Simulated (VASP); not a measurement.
Wanted: the native input for a VASP 6.6.1 run.

| Quantity | Value |
| --- | --- |
| Task | single point |
| Functional | PBEsol |
| Potentials or basis | VASP PAW PBE potentials, release 64 (Ta_pv, N) |
| Cutoff | 520 eV |
| k mesh | 11 × 11 × 10 |
| Occupations | fermi-dirac, width 0.15 eV |
| Spin | no spin polarisation |
| Dipole correction | no |
| Further INCAR settings | ALGO = Normal; EDIFF = 1e-06; NBANDS = 15 |

The structure of TaN lies in POSCAR:

```
TaN
1.0
    2.8626331906      0.0000000000      0.0000000000
   -1.4313165953      2.4791134191      0.0000000000
    0.0000000000      0.0000000000      2.8090440737
Ta N
1 1
Direct
    0.3333333333      0.6666666667      0.5000000000
    0.0000000000      0.0000000000      0.0000000000
```

The input as run:

INCAR

```
PREC = Accurate ; ENCUT = 520
EDIFF = 1E-6 ; ISMEAR = -1
SIGMA = 0.15 ; LREAL = False
LASPH = True ; NELM = 80
ALGO = Normal ; ISIF = 2
LWAVE = False ; LCHARG = False
GGA = PS ; NBANDS = 15
```

KPOINTS

```
Automatic mesh
0
Gamma
  11 11 10
```

Potentials or basis: VASP PAW PBE potentials, release 64 (Ta_pv, N).

The run is started by

```bash
$ cat potpaw_PBE.64/Ta_pv/POTCAR potpaw_PBE.64/N/POTCAR > POTCAR
$ mpirun -np 1 vasp_std > vasp.out
```

It gave:

- Pressure: 28.0 GPa
- Band gap on the k mesh: zero (band 8 reaches 9.35 eV, above the bottom of band 9 at 8.80 eV)

Caveat: the PAW data sets were made with another functional, which shifts forces and pressure a little; spin-orbit coupling is left out, which moves the levels of the heavy elements.

Run time: 9.9 s on 1 thread of Intel(R) Xeon(R) 6975P-C (Granite Rapids), with other jobs on the host, peak memory 0.16 GiB.
